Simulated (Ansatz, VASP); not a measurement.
## Two plane-wave programs on KZnF3

```
K Zn F
1.0
     3.93773    0.00000    0.00000
     0.00000    3.93773    0.00000
     0.00000    0.00000    4.04617
K Zn F
1 1 3
Direct
  0.00000 0.00000 0.00000
  0.50000 0.50000 0.50000
  0.50000 0.50000 0.00000
  0.00000 0.50000 0.50000
  0.50000 0.00000 0.50000
```

Change from the starting cell: biaxial_xy strain -2.7%.

Alike in both runs: task single point; functional r2SCAN; k mesh 6 × 6 × 6; no spin polarisation.

|  | VASP | Ansatz |
| --- | --- | --- |
| version | VASP 6.6.1 | Ansatz 0.2.0 |
| potentials or method | VASP PAW PBE potentials, release 64 (K_sv, Zn, F) | plane waves, PAW |
| plane-wave cutoff (eV) | 520 | 500 |
| occupations | gaussian, width 0.01 eV | fixed |
| valence electrons in the cell | 42 | 42 |

|  | VASP | Ansatz | Ansatz less VASP |
| --- | --- | --- | --- |
| gap on the k mesh at the Fermi level (eV) | 4.63 | 4.69 | +0.059 |
| pressure (GPa) | 5.9 | 5.3 | -0.61 |
| traceless stress, the component that is largest in VASP (GPa) | -2.25 | -2.06 | +0.184 |

VASP's potentials were made for PBE, not for r2SCAN.
